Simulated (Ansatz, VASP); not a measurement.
Sb, level by level in two programs

```
CELL_PARAMETERS angstrom
0.00000 2.32284 2.32284
2.32284 0.00000 2.32284
2.32284 2.32284 0.00000
ATOMIC_POSITIONS crystal
Sb 0.00000 0.00000 0.00000
```

Single points on this cell with VASP 6.6.1 and Ansatz 0.2.0. Each row is one pair of runs. Alike in all rows: spin: off; smearing: fermi-dirac, width 0.05 eV.

| level | k mesh | VASP's potentials, cutoff | Ansatz's potentials, cutoff | gap on the k mesh at the Fermi level (eV), VASP | gap on the k mesh at the Fermi level (eV), Ansatz | pressure (GPa), VASP | pressure (GPa), Ansatz |
| --- | --- | --- | --- | --- | --- | --- | --- |
| LDA | 10 × 10 × 10 | VASP PAW LDA potentials, release 64 (Sb), 520 eV | Ansatz PAW, 420 eV | none | none | 1.8 | 1.7 |
| r2SCAN | 10 × 10 × 10 | VASP PAW PBE potentials, release 64 (Sb), 520 eV | Ansatz PAW, 500 eV | none | none | 5.5 | 5.5 |
| HSE06 | 6 × 6 × 6 | VASP PAW PBE potentials, release 64 (Sb), 520 eV | Ansatz PAW, 420 eV | none | none | 3.0 | 4.2 |
| PBE0 | 6 × 6 × 6 | VASP PAW PBE potentials, release 64 (Sb), 520 eV | Ansatz PAW, 420 eV | none | none | 2.8 | 4.2 |

Pressure (GPa): the two programs differ by at most 1.38.

VASP's potentials hold 5 valence electrons a cell and Ansatz's 15, so a difference there can come from the potentials and not from the codes.

A gap of «none» marks a metal or a gap that the smearing closes.

The k mesh is coarse in some rows, so the values compare programs but aren't converged. Neither program's run includes spin-orbit coupling.
